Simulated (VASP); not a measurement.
Runs of VASP 6.6.1 on C. The structure is that of space group Fm-3m (No. 225), or close to it. The cells are those of the table. 

```tsv
level	cell	k mesh	grid for exact exchange (PRECFOCK)	screening parameter	gap on the mesh (eV)	pressure (GPa)
PBE	a = 2.150 Å, angles 60.0°, 1 atom	20 × 20 × 20	-	-	none	(b)
HSE06	a = 2.180 Å, angles 60.0°, 1 atom	9 × 9 × 9	Normal	0.2079 1/Å	none	-3.5
PBE	a = 2.180 Å, angles 60.0°, 1 atom	29 × 29 × 29	-	-	none	0.0
PBE	a = 2.264 Å, angles 60.0°, 1 atom	20 × 20 × 20	-	-	none	-13.9
PBE	a = 2.180 Å, angles 60.0°, 1 atom	20 × 20 × 20	-	-	none	0.0
PBE	a = 2.208 Å, angles 60.0°, 1 atom	20 × 20 × 20	-	-	none	-5.6
PBE	a = 2.120 Å, angles 60.0°, 1 atom	20 × 20 × 20	-	-	none	(a)
PBE	a = 2.180 Å, angles 60.0°, 1 atom	9 × 9 × 9	-	-	none	0.9
PBE	a = 2.236 Å, angles 60.0°, 1 atom	20 × 20 × 20	-	-	none	-10.2
PBE	a = 2.089 Å, angles 60.0°, 1 atom	20 × 20 × 20	-	-	none	24.5
```

Alike in all rows: task single point; potentials or basis VASP PAW PBE potentials, release 64 (C); no spin polarisation; cutoff (eV) 520; smearing fermi-dirac 0.1 eV.

**Question.** Estimate the missing entries.

**Answer.** (a) 14.8; (b) 6.7.

Caveats: some runs use coarse meshes; the PAW data sets were made with another functional, which shifts forces and pressure a little (some runs).

A gap of «none» marks levels without a gap at the run's occupations.
